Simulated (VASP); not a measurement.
Wanted: the native input for a VASP 6.6.1 run.

```yaml
Task: single point
Functional: LDA
Potentials_or_basis: VASP PAW LDA potentials, release 64 (Li_sv)
Cutoff: 520 eV
k_mesh: 13 × 13 × 13
Occupations: fermi-dirac, width 0.05 eV
Spin: no spin polarisation
Dipole_correction: no
Further_INCAR_settings: ALGO = Normal; EDIFF = 1e-06; NBANDS = 8
```

The structure of Li lies in POSCAR:

```
Li
1.0
   -1.7382546797      1.7382546797      1.7382546797
    1.7382546797     -1.7382546797      1.7382546797
    1.7382546797      1.7382546797     -1.7382546797
Li
1
Direct
    0.0000000000      0.0000000000      0.0000000000
```

This cell differs from its parent crystal: volume scaled by 0.98.

These files were run (other wordings do the same):

INCAR

```
SYSTEM = Li
PREC = Accurate
ENCUT = 520
EDIFF = 1E-6
ISMEAR = -1
SIGMA = 0.05
LREAL = .FALSE.
LASPH = .TRUE.
NELM = 80
ALGO = Normal
ISIF = 2
LWAVE = .FALSE.
LCHARG = .FALSE.
NBANDS = 8
```

KPOINTS

```
Automatic mesh
0
G
  13 13 13
  0 0 0
```

Potentials or basis: VASP PAW LDA potentials, release 64 (Li_sv).

The run is started by

```sh
$ cat potpaw_LDA.64/Li_sv/POTCAR > POTCAR
$ mpirun -np 1 vasp_std > vasp.out
```

Run time: 14 s on 1 thread of Intel Xeon 6975P-C, with other jobs on the host, peak memory 0.12 GiB.
